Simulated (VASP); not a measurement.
Write the native input for VASP 6.6.1 that does the following.

- Task: single point
- Functional: PBE
- Potentials or basis: VASP PAW PBE potentials, release 64 (Be, Cd, S)
- Cutoff: 520 eV
- k mesh: 6 × 6 × 6
- Occupations: gaussian, width 0.1 eV
- Spin: no spin polarisation
- Dipole correction: no
- Further INCAR settings: ALGO = Normal; EDIFF = 1e-06; NBANDS = 31

The structure of BeCd2S3 lies in POSCAR:

```
BeCd2S3
1.0
    2.9186451000      1.6850805300      4.2910491400
   -2.9186451000      1.6850805300      4.2910491400
    0.0000000000     -3.3701610700      4.2910491400
Be Cd S
1 2 3
Direct
    0.5000000000      0.5000000000      0.5000000000
    0.8720504600      0.8720504600      0.8720504600
    0.1279495400      0.1279495400      0.1279495400
    0.5000000000      0.5000000000      0.0000000000
    0.0000000000      0.5000000000      0.5000000000
    0.5000000000      0.0000000000      0.5000000000
```

The cell was generated, and may not be a known phase.

The input as run:

INCAR

```
SYSTEM = BeCd2S3
PREC = Accurate
ENCUT = 520
EDIFF = 1E-6
ISMEAR = 0
SIGMA = 0.1
LREAL = .False.
LASPH = .True.
NELM = 60
ALGO = Normal
ISIF = 2
LWAVE = .False.
LCHARG = .True.
GGA = PE
LELF = .True.
LVHAR = .True.
NBANDS = 31
```

KPOINTS

```
Automatic mesh
0
Gamma
  6 6 6
  0 0 0
```

Potentials or basis: VASP PAW PBE potentials, release 64 (Be, Cd, S).

Command:

```console
$ cat potpaw_PBE.64/Be/POTCAR potpaw_PBE.64/Cd/POTCAR potpaw_PBE.64/S/POTCAR > POTCAR
$ mpirun -np 1 vasp_std > vasp.out
```

Results of the run:

The pressure is -6.3 GPa. The largest force is 0.061 eV/Å. The band gap on the k mesh is zero (bands 22 and 23 overlap by 1.38 eV).

Caveat: the stress differs along the axes, from -11 to -4 GPa.

Run time: 4.7 min on 1 thread of Intel Xeon 8259CL, with other jobs on the host, peak memory 0.32 GiB.
